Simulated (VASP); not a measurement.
**Ta: density of states with LDA**

Ta:

```
CELL_PARAMETERS angstrom
-1.59895 1.59895 1.59895
1.59895 -1.59895 1.59895
1.59895 1.59895 -1.59895
ATOMIC_POSITIONS crystal
Ta 0.00000 0.00000 0.00000
```

This cell differs from its parent crystal: volume scaled by 0.95.

```yaml
Program: VASP 6.6.1
Task: density of states
Functional: LDA
Potentials_or_basis: VASP PAW LDA potentials, release 64 (Ta_sv_GW)
Cutoff: 400 eV
k_mesh: 16 × 16 × 16
Occupations: fermi-dirac, width 0.05 eV
Spin: no spin polarisation
Dipole_correction: no
k_mesh_for_the_DOS: 24 × 24 × 24
Second_run: valence_matched
Occupations_for_the_DOS: tetrahedron
Further_INCAR_settings: ALGO = Normal; EDIFF = 1e-06; NBANDS = 12
```

The valence electrons inside the program's atomic spheres are Ta 12.44.

Levels at points of the mesh, in eV from the Fermi level:
```
           k point  band 2  band 3  band 4  band 5  band 6  band 7  band 8  band 9  band 10  band 11
(0.00, 0.00, 0.00)  -32.52  -32.52  -32.52   -8.16    0.66    0.66    0.66    4.27     4.27    15.06
(0.50, 0.00, 0.00)  -34.14  -33.03  -32.53   -4.81   -1.88    2.28    4.23    5.36     8.75    12.22
(0.50, 0.50, 0.50)  -33.63  -33.63  -33.63   -4.42   -4.42    7.61    7.61    7.61     9.65     9.65
```

Wall time 38 s on 1 thread of Intel(R) Xeon(R) Platinum 8375C CPU @ 2.90GHz (Ice Lake), on a shared host, peak memory 0.2 GiB.

Caveat: spin-orbit coupling is left out, which moves the levels of the heavy elements.
